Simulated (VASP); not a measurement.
LaIn, 2 atoms in the cell. Symmetry: Pm-3m, No. 221, cubic system. The conventional cell has a = 3.851 Å, b = 3.851 Å, c = 3.851 Å, α = 90.00°, β = 90.00°, γ = 90.00°. Within 4.4 Å of La (site symmetry m-3m) lie 8 In at 3.34 Å and 6 La at 3.85 Å. Within 4.4 Å of In (site symmetry m-3m) lie 8 La at 3.34 Å and 6 In at 3.85 Å. 

```yaml
Program: VASP 6.6.1
Task: single point
Functional: PBEsol
Potentials_or_basis: VASP PAW PBE potentials, release 64 (La, In_d)
Cutoff: 520 eV
k_mesh: 12 × 12 × 12
Occupations: fermi-dirac, width 0.1 eV
Spin: no spin polarisation
Dipole_correction: no
Further_INCAR_settings: ALGO = Normal; EDIFF = 1e-06; NBANDS = 19
```

Potentials or basis: VASP PAW PBE potentials, release 64 (La, In_d).

Command:

```sh
$ cat potpaw_PBE.64/La/POTCAR potpaw_PBE.64/In_d/POTCAR > POTCAR
$ mpirun -np 1 vasp_std > vasp.out
```

Hardware: 1 thread of Intel(R) Xeon(R) 6975P-C (Granite Rapids) (shared host).

**Question.** How long does it take, and how much memory?

**Answer.** It took 42 s on 1 thread of Intel(R) Xeon(R) 6975P-C (Granite Rapids), with other jobs on the host, peak memory 0.25 GiB. Counts: scf iterations 13, k points 84.
